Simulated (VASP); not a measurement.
Input of a VASP 6.6.1 run:

File POSCAR:

```
BaTe
1.0
    0.0000000000      3.0826256485      3.0826256485
    3.0826256485      0.0000000000      3.0826256485
    3.0826256485      3.0826256485      0.0000000000
Ba Te
1 1
Direct
    0.0000000000      0.0000000000      0.0000000000
    0.5000000000      0.5000000000      0.5000000000
```

The input INCAR.step1:

```
PREC     = Accurate       # precision mode
ENCUT    = 520            # plane-wave cutoff, eV
ISMEAR   = 0              # smearing method
SIGMA    = 0.02           # smearing width, eV
LREAL    = F              # projectors in reciprocal space
LASPH    = T              # aspherical terms in the spheres
NELM     = 100            # most SCF steps
NBANDS   = 15             # bands
GGA      = PE             # functional
ALGO     = Normal         # electronic algorithm
EDIFF    = 1E-4           # SCF threshold, eV
LWAVE    = T              # write WAVECAR
LCHARG   = F              # write CHGCAR
```

Contents of INCAR.step2:

```
PREC     = Accurate       # precision mode
ENCUT    = 520            # plane-wave cutoff, eV
EDIFF    = 1E-6           # SCF threshold, eV
ISMEAR   = 0              # smearing method
SIGMA    = 0.02           # smearing width, eV
LREAL    = F              # projectors in reciprocal space
LASPH    = T              # aspherical terms in the spheres
NELM     = 100            # most SCF steps
ALGO     = Normal         # electronic algorithm
ISIF     = 2              # what is computed and relaxed
LWAVE    = F              # write WAVECAR
LCHARG   = F              # write CHGCAR
METAGGA  = R2SCAN         # meta-GGA
LMIXTAU  = T            
NBANDS   = 15             # bands
ISTART   = 1
```

KPOINTS

```
regular mesh
0
Gamma
  8 8 8
```

Potentials or basis: VASP PAW PBE potentials, release 64 (Ba_sv, Te).

Command:

```bash
$ cat potpaw_PBE.64/Ba_sv/POTCAR potpaw_PBE.64/Te/POTCAR > POTCAR
$ cp INCAR.step1 INCAR
$ mpirun -np 1 vasp_std > vasp.out
$ cp INCAR.step2 INCAR
$ mpirun -np 1 vasp_std > vasp.out
```

(1) Estimate the band gap on the k mesh.

(2) What does it give for the pressure?

Results:

(1) 0.57 eV, indirect (least direct gap 0.77 eV).

(2) 31.3 GPa.

Caveat: the PAW data sets were made with another functional, which shifts forces and pressure a little; spin-orbit coupling is left out, which moves the levels of the heavy elements.
